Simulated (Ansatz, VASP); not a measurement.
HC12: VASP beside Ansatz

File INCAR:

```
  PREC = Accurate
  ENCUT = 520
  EDIFF = 1E-7
  ISMEAR = 0
  SIGMA = 0.05
  LREAL = Auto
  LASPH = T
  NELM = 80
  ALGO = Normal
  ISIF = 2
  LWAVE = F
  LCHARG = T
  LDIPOL = T
  IDIPOL = 3
  DIPOL = 0.5 0.5 0.287
  GGA = PE
  LELF = T
  LVHAR = T
  LVACPOTAV = T
  NBANDS = 68
```

Contents of KPOINTS:

```
regular mesh
0
Gamma
  5 5 1
```

File POSCAR:

```
HC12
1.0
    5.0509324483      0.0000000000      0.0000000000
    0.0000000000      5.0509324483      0.0000000000
    0.0000000000      0.0000000000     22.3754933530
C H
24 2
Direct
    0.0000000000      0.2500000000      0.1787670080
    0.0000000000      0.7500000000      0.1787670080
    0.5000000000      0.2500000000      0.1787670080
    0.5000000000      0.7500000000      0.1787670080
    0.0000000000      0.0000000000      0.2186716990
    0.0000000000      0.5000000000      0.2186716990
    0.5000000000      0.0000000000      0.2186716990
    0.5000000000      0.5000000000      0.2186716990
    0.2500000000      0.0000000000      0.2585763899
    0.2500000000      0.5000000000      0.2585763899
    0.7500000000      0.0000000000      0.2585763899
    0.7500000000      0.5000000000      0.2585763899
    0.2500000000      0.2500000000      0.2976014419
    0.2500000000      0.7500000000      0.2976014419
    0.7500000000      0.2500000000      0.2976014419
    0.7500000000      0.7500000000      0.2976014419
    0.0000000000      0.2500000000      0.3394883053
    0.0000000000      0.7500000000      0.3394883053
    0.5000000000      0.2500000000      0.3394883053
    0.5000000000      0.7500000000      0.3394883053
    0.0000000000      0.0000000000      0.3743154719
    0.0000000000      0.5000000000      0.3743154719
    0.5000000000      0.0000000000      0.3743154719
    0.5000000000      0.5000000000      0.3743154719
    0.9257562829      0.3750000000      0.3944267603
    1.0742437171      0.3750000000      0.3944267603
```

Input for Ansatz:

```yaml
crystal:
  lattice:
    - [5.0509324483, 0.0, 0.0]
    - [0.0, 5.0509324483, 0.0]
    - [0.0, 0.0, 22.375493353]
  atoms:
    - { symbol: C, position: [0.0, 0.25, 0.178767008] }
    - { symbol: C, position: [0.0, 0.75, 0.178767008] }
    - { symbol: C, position: [0.5, 0.25, 0.178767008] }
    - { symbol: C, position: [0.5, 0.75, 0.178767008] }
    - { symbol: C, position: [0.0, 0.0, 0.218671699] }
    - { symbol: C, position: [0.0, 0.5, 0.218671699] }
    - { symbol: C, position: [0.5, 0.0, 0.218671699] }
    - { symbol: C, position: [0.5, 0.5, 0.218671699] }
    - { symbol: C, position: [0.25, 0.0, 0.2585763899] }
    - { symbol: C, position: [0.25, 0.5, 0.2585763899] }
    - { symbol: C, position: [0.75, 0.0, 0.2585763899] }
    - { symbol: C, position: [0.75, 0.5, 0.2585763899] }
    - { symbol: C, position: [0.25, 0.25, 0.2976014419] }
    - { symbol: C, position: [0.25, 0.75, 0.2976014419] }
    - { symbol: C, position: [0.75, 0.25, 0.2976014419] }
    - { symbol: C, position: [0.75, 0.75, 0.2976014419] }
    - { symbol: C, position: [0.0, 0.25, 0.3394883053] }
    - { symbol: C, position: [0.0, 0.75, 0.3394883053] }
    - { symbol: C, position: [0.5, 0.25, 0.3394883053] }
    - { symbol: C, position: [0.5, 0.75, 0.3394883053] }
    - { symbol: C, position: [0.0, 0.0, 0.3743154719] }
    - { symbol: C, position: [0.0, 0.5, 0.3743154719] }
    - { symbol: C, position: [0.5, 0.0, 0.3743154719] }
    - { symbol: C, position: [0.5, 0.5, 0.3743154719] }
    - { symbol: H, position: [0.9257562829, 0.375, 0.3944267603] }
    - { symbol: H, position: [1.0742437171, 0.375, 0.3944267603] }
basis:
  ecutwfc: 420
kpoints:
  mp_grid: { grid: [5, 5, 1] }
hamiltonian:
  xc: pbe
  pseudopotentials: { kind: paw, azcp: { folder: soft_1 } }
scf:
  occupations: { method: gaussian, width: 0.05 }
output:
  forces: true
  eigenvalues: true
efield:
  axis: 3
  dipole_correction: true
  ramp_width: 0.04
```

Alike in both runs: task single point; functional PBE; k mesh 5 × 5 × 1; occupations gaussian, width 0.05 eV; no spin polarisation.

```csv
,VASP,Ansatz
version,VASP 6.6.1,Ansatz 0.2.0
potentials or method,"VASP PAW PBE potentials, release 64 (C, H), cutoff 520 eV","scalar-relativistic, plane waves, PAW"
valence electrons in the cell,98,98
```

Ansatz gave:

```
gap on the k mesh at the Fermi level (eV)  : none
rms of the force components (eV/Å)         : 4.295
work function, face that differs most (eV) : 6.28
```

Q: Which values does VASP return?

A: gap on the k mesh at the Fermi level (eV): none; rms of the force components (eV/Å): 4.347; work function, face that differs most (eV): 6.27.

Atom by atom the forces differ by 0.059 eV/Å (rms over components). A gap of «none» marks a metal or a gap that the smearing closes. With one functional, cell and mesh, what is left measures potentials, basis and numerics.
